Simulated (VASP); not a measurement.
**CsC: single point with PBE**

Crystal: CsC.

```
CELL_PARAMETERS angstrom
0.00000 3.11005 3.11005
3.11005 0.00000 3.11005
3.11005 3.11005 0.00000
ATOMIC_POSITIONS crystal
Cs 0.00000 0.00000 0.00000
C 0.25000 0.25000 0.25000
```

| Item | Value |
| --- | --- |
| Program | VASP 6.6.1 |
| Task | single point |
| Functional | PBE |
| Potentials or basis | VASP PAW PBE potentials, release 64 (Cs_sv, C) |
| Cutoff | 520 eV |
| k mesh | 6 × 6 × 6 |
| Occupations | methfessel-paxton, width 0.005 eV |
| Spin | no spin polarisation |
| Dipole correction | no |
| Further INCAR settings | ALGO = Normal; EDIFF = 1e-07; NBANDS = 14 |

```json
{"Pressure": "4.4 GPa"}
```

Levels at points of the mesh, in eV from the Fermi level:
```tsv
k point	band 4	band 5	band 6	band 7	band 8	band 9
(0.00, 0.00, 0.00)	-7.84	-7.84	-0.70	-0.70	-0.70	3.12
(0.50, 0.00, 0.00)	-8.06	-6.46	-0.18	-0.18	0.47	4.90
(0.50, 0.50, 0.00)	-8.40	-5.87	-1.15	0.92	0.92	4.34
```

Run time: 18 s on 1 thread of AMD EPYC 7R43 64-Core Processor (Zen 3), with other jobs on the host, peak memory 0.17 GiB.

Caveat: spin-orbit coupling is left out, which moves the levels of the heavy elements.
